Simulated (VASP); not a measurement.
# ScGaOs: single point with PBE

The system is ScGaOs.

```
Sc Ga Os
1.0
     4.43898    0.00000    0.00000
    -2.21949    3.84427    0.00000
     0.00000    0.00000    5.84670
Sc Ga Os
2 2 2
Direct
  0.00000 0.00000 0.00000
  0.00000 0.00000 0.50000
  0.33333 0.66667 0.25000
  0.66667 0.33333 0.75000
  0.33333 0.66667 0.75000
  0.66667 0.33333 0.25000
```

- Program: VASP 6.6.1
- Task: single point
- Functional: PBE
- Potentials or basis: VASP PAW PBE potentials, release 64 (Sc_sv, Ga_d, Os)
- Cutoff: 520 eV
- k mesh: 12 × 12 × 8
- Occupations: gaussian, width 0.1 eV
- Spin: no spin polarisation

```json
{
 "Pressure": "0.3 GPa",
 "Band gap on the k mesh": "zero (bands 32 and 33 overlap by 2.00 eV)"
}
```

Levels at points of the mesh, in eV from the Fermi level:
| k point | band 29 | band 30 | band 31 | band 32 | band 33 | band 34 | band 35 | band 36 |
| --- | --- | --- | --- | --- | --- | --- | --- | --- |
| (0.00, 0.00, 0.00) | -0.42 | -0.42 | -0.10 | -0.10 | 0.26 | 1.36 | 2.89 | 2.89 |
| (0.50, 0.00, 0.00) | -0.97 | -0.92 | -0.74 | -0.16 | -0.04 | 0.19 | 0.95 | 1.26 |
| (0.00, 0.00, 0.50) | -1.52 | -1.52 | 1.72 | 1.72 | 2.08 | 2.08 | 2.08 | 2.08 |
| (0.50, 0.00, 0.50) | -0.93 | -0.93 | -0.37 | -0.37 | -0.23 | -0.23 | 1.98 | 1.98 |

Wall time 19 min on 1 thread of AMD EPYC 7R43 64-Core Processor (Zen 3), with other jobs on the host, peak memory 0.45 GiB.

Caveat: spin-orbit coupling is left out, which moves the levels of the heavy elements.
